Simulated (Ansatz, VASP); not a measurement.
**SnSe in VASP and in Ansatz**

INCAR

```
ALGO     = Normal         # electronic algorithm
EDIFF    = 1E-6           # SCF threshold, eV
ENCUT    = 520            # plane-wave cutoff, eV
GGA      = PE             # functional
ISIF     = 2              # what is computed and relaxed
ISMEAR   = -1             # smearing method
LASPH    = True           # aspherical terms in the spheres
LCHARG   = False          # write CHGCAR
LREAL    = False          # projectors in reciprocal space
LWAVE    = False          # write WAVECAR
NBANDS   = 50             # bands
NELM     = 60             # most SCF steps
PREC     = Accurate       # precision mode
SIGMA    = 0.02           # smearing width, eV
```

File KPOINTS:

```
k-points
0
Gamma
  2 6 6
```

The input POSCAR:

```
SnSe
1.0
   11.3870801901      0.0000000000      0.0000000000
    0.0000000000      4.0055896119      0.0000000000
    0.0000000000      0.0000000000      4.8987547927
Sn Se
4 4
Direct
    0.6156245911      0.7500000000      0.3622829678
    0.8843754089      0.2500000000      0.8622829678
    0.3843754089      0.2500000000      0.6377170322
    0.1156245911      0.7500000000      0.1377170322
    0.1471301869      0.2500000000      0.5119361090
    0.6471301869      0.2500000000      0.9880638910
    0.3528698131      0.7500000000      0.0119361090
    0.8528698131      0.7500000000      0.4880638910
```

Input for Ansatz:

```yaml
crystal:
  lattice:
    - [11.3870801901, 0.0, 0.0]
    - [0.0, 4.0055896119, 0.0]
    - [0.0, 0.0, 4.8987547927]
  atoms:
    - { symbol: Sn, position: [0.6156245911, 0.75, 0.3622829678] }
    - { symbol: Sn, position: [0.8843754089, 0.25, 0.8622829678] }
    - { symbol: Sn, position: [0.3843754089, 0.25, 0.6377170322] }
    - { symbol: Sn, position: [0.1156245911, 0.75, 0.1377170322] }
    - { symbol: Se, position: [0.1471301869, 0.25, 0.511936109] }
    - { symbol: Se, position: [0.6471301869, 0.25, 0.988063891] }
    - { symbol: Se, position: [0.3528698131, 0.75, 0.011936109] }
    - { symbol: Se, position: [0.8528698131, 0.75, 0.488063891] }
kpoints:
  mp_grid: { grid: [2, 6, 6] }
  band_path:
    path:
      - [0.0, 0.0, 0.0]
      - [0.5, 0.0, 0.0]
      - [0.5, 0.5, 0.0]
      - [0.0, 0.5, 0.0]
      - [0.0, 0.0, 0.5]
      - [0.5, 0.0, 0.5]
      - [0.5, 0.5, 0.5]
      - [0.0, 0.5, 0.5]
      - [0.0, 0.3333333333, 0.0]
      - [0.0, -0.018229, 0.291667]
    npoints: 1
hamiltonian:
  xc: pbe
scf:
  occupations: { method: fermi_dirac, width: 0.02 }
  n_extra_bands: 6
output:
  forces: true
  stress: true
  eigenvalues: true
```

Change from the starting cell: epitaxial_xy strain -3.0%.

Alike in both runs: task single point; functional PBE; k mesh 2 × 6 × 6; occupations fermi-dirac, width 0.02 eV; no spin polarisation.

```csv
,VASP,Ansatz
version,VASP 6.6.1,Ansatz 0.2.0
potentials or method,"VASP PAW PBE potentials, release 64 (Sn_d, Se)","plane waves, PAW"
plane-wave cutoff (eV),520,420
valence electrons in the cell,80,120
```

|  | VASP | Ansatz | Ansatz less VASP |
| --- | --- | --- | --- |
| pressure (GPa) | 2.1 | 2.0 | -0.04 |
| traceless stress, the component that is largest in VASP (GPa) | -0.92 | -0.92 | -0.007 |
| rms of the force components (eV/Å) | 0.135 | 0.125 | -0.0102 |

Atom by atom the forces differ by 0.010 eV/Å (rms over components). VASP's potentials hold 80 valence electrons a cell and Ansatz's 120, so a difference there can come from the potentials and not from the codes.
